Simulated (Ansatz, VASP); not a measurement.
# Two plane-wave programs on SnO2

Contents of INCAR:

```
PREC = Accurate
ENCUT = 520
EDIFF = 1E-6
ISMEAR = 0
SIGMA = 0.05
LREAL = F
LASPH = T
NELM = 60
ALGO = Normal
ISIF = 2
LWAVE = F
LCHARG = T
LELF = T
LVHAR = T
NBANDS = 35
```

File KPOINTS:

```
regular mesh
0
Gamma
  6 6 8
```

Contents of POSCAR:

```
SnO2
1.0
    4.7924604755      0.0000000000      0.0000000000
    0.0000000000      4.7929689394      0.0000000000
    0.0000000000      0.0000000000      3.2376852524
Sn O
2 4
Direct
    0.5000000000      0.5000000000      0.5000000000
    0.0000000000      0.0000000000      0.0000000000
    0.3059920358      0.3580673078      0.0000000000
    0.8059920358      0.1419326922      0.5000000000
    0.1940079642      0.8580673078      0.5000000000
    0.6940079642      0.6419326922      0.0000000000
```

Input for Ansatz:

```yaml
crystal:
  lattice:
    - [4.7924604755, 0.0, 0.0]
    - [0.0, 4.7929689394, 0.0]
    - [0.0, 0.0, 3.2376852524]
  atoms:
    - { symbol: Sn, position: [0.5, 0.5, 0.5] }
    - { symbol: Sn, position: [0.0, 0.0, 0.0] }
    - { symbol: O, position: [0.3059920358, 0.3580673078, 0.0] }
    - { symbol: O, position: [0.8059920358, 0.1419326922, 0.5] }
    - { symbol: O, position: [0.1940079642, 0.8580673078, 0.5] }
    - { symbol: O, position: [0.6940079642, 0.6419326922, 0.0] }
basis:
  ecutwfc: 520.0
kpoints:
  mp_grid: { grid: [6, 6, 8] }
hamiltonian:
  xc: lda
  pseudopotentials: { kind: paw, azcp: { folder: soft_1 } }
scf:
  occupations: { method: gaussian, width: 0.05 }
output:
  forces: true
  stress: true
  eigenvalues: true
  write_density: true
  write_potential: true
  elf: true
  volumetric_format: npy
```

Alike in both runs: task single point; functional LDA; k mesh 6 × 6 × 8; occupations gaussian, width 0.05 eV; no spin polarisation.

```csv
,VASP,Ansatz
version,VASP 6.6.1,Ansatz 0.2.0
potentials or method,"VASP PAW LDA potentials, release 64 (Sn_d, O), cutoff 520 eV","scalar-relativistic, plane waves, PAW"
valence electrons in the cell,52,52
```

Ansatz gave:

| Quantity | Value |
| --- | --- |
| gap on the k mesh at the Fermi level (eV) | 1.15 |
| least direct gap on the mesh (eV) | 1.15 |
| pressure (GPa) | 1.6 |
| traceless stress, the component that is largest in VASP (GPa) | -5.60 |
| rms of the force components (eV/Å) | 1.754 |

Q: Which values does VASP return?

A: gap on the k mesh at the Fermi level (eV): 1.17; least direct gap on the mesh (eV): 1.17; pressure (GPa): 2.9; traceless stress, the component that is largest in VASP (GPa): -6.36; rms of the force components (eV/Å): 1.805.

Ansatz warns that its potentials were made for another functional, while VASP's fit it. LDA's correlation is that of Perdew and Zunger in VASP and of Perdew and Wang (1992) in Ansatz. Atom by atom the forces differ by 0.051 eV/Å (rms over components).
